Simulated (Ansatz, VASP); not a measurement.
# MoS2 in VASP and in Ansatz

The input INCAR:

```
PREC     = Accurate       # precision mode
ENCUT    = 400            # plane-wave cutoff, eV
EDIFF    = 1E-8           # SCF threshold, eV
ISMEAR   = -1             # smearing method
SIGMA    = 0.02           # smearing width, eV
LREAL    = False          # projectors in reciprocal space
LASPH    = True           # aspherical terms in the spheres
NELM     = 200            # most SCF steps
ALGO     = Normal         # electronic algorithm
ISIF     = 2              # what is computed and relaxed
LWAVE    = False          # write WAVECAR
LCHARG   = False          # write CHGCAR
ISPIN    = 2              # spin polarisation
MAGMOM   = 2 2 0 0 0 0    # initial moments
LORBIT   = 11             # projections on sites
LMAXMIX  = 4              # l up to which the mixer works
GGA      = CA             # functional
LEFG     = True         
NBANDS   = 39             # bands
GGA_COMPAT= False
```

File KPOINTS:

```
Automatic mesh
0
Gamma
  11 11 3
```

Contents of POSCAR:

```
MoS2
1.0
    3.1690000000      0.0000000000      0.0000000000
   -1.5845000000      2.7444345046      0.0000000000
    0.0000000000      0.0000000000     12.3240000000
Mo S
2 4
Direct
    0.3333333333      0.6666666667      0.2500000000
    0.6666666667      0.3333333333      0.7500000000
    0.3333333333      0.6666666667      0.6230000000
    0.6666666667      0.3333333333      0.1230000000
    0.3333333333      0.6666666667      0.8770000000
    0.6666666667      0.3333333333      0.3770000000
```

Input for Ansatz:

```yaml
crystal:
  lattice:
    - [3.169, 0.0, 0.0]
    - [-1.5845, 2.7444345046, 0.0]
    - [0.0, 0.0, 12.324]
  atoms:
    - { symbol: Mo, position: [0.3333333333, 0.6666666667, 0.25], spin: 2.0 }
    - { symbol: Mo, position: [0.6666666667, 0.3333333333, 0.75], spin: 2.0 }
    - { symbol: S, position: [0.3333333333, 0.6666666667, 0.623] }
    - { symbol: S, position: [0.6666666667, 0.3333333333, 0.123] }
    - { symbol: S, position: [0.3333333333, 0.6666666667, 0.877] }
    - { symbol: S, position: [0.6666666667, 0.3333333333, 0.377] }
magnetization:
  spin_polarized: true
kpoints:
  mp_grid: { grid: [11, 11, 3] }
scf:
  occupations: { method: fermi_dirac, width: 0.02 }
  mixing: { algorithm: anderson, beta: 0.3 }
hamiltonian:
  xc: lda
  pseudopotentials: { kind: paw }
output:
  forces: true
  stress: true
  populations: true
  efg:
    quadrupole_moments_barn: { Mo: -0.022, S: -0.0694 }
    contact_densities: true
accuracy: medium
```

Alike in both runs: task electric field gradients; functional LDA; k mesh 11 × 11 × 3; occupations fermi-dirac, width 0.02 eV; collinear spin.

```csv
,VASP,Ansatz
version,VASP 6.6.1,Ansatz 0.2.0
potentials or method,"VASP PAW LDA potentials, release 64 (Mo_sv, S)","plane-wave PAW, scalar-relativistic"
plane-wave cutoff (eV),400,420
valence electrons in the cell,52,52
```

```csv
,VASP,Ansatz,Ansatz less VASP
gap on the k mesh at the Fermi level (eV),0.81,0.80,-0.010
pressure (GPa),-5.8,-5.7,+0.08
"traceless stress, the component that is largest in VASP (GPa)",0.28,0.30,+0.024
rms of the force components (eV/Å),0.218,0.227,+0.0083
net moment per atom (μB),0.00,0.00,0.000
size of Vzz on the site where it differs most (V/Å²),81.1,76.4,-4.72
```

LDA's correlation is that of Perdew and Zunger in VASP and of Perdew and Wang (1992) in Ansatz. Atom by atom the forces differ by 0.008 eV/Å (rms over components). Ansatz's warnings: seeded moment not kept, stability check not made.
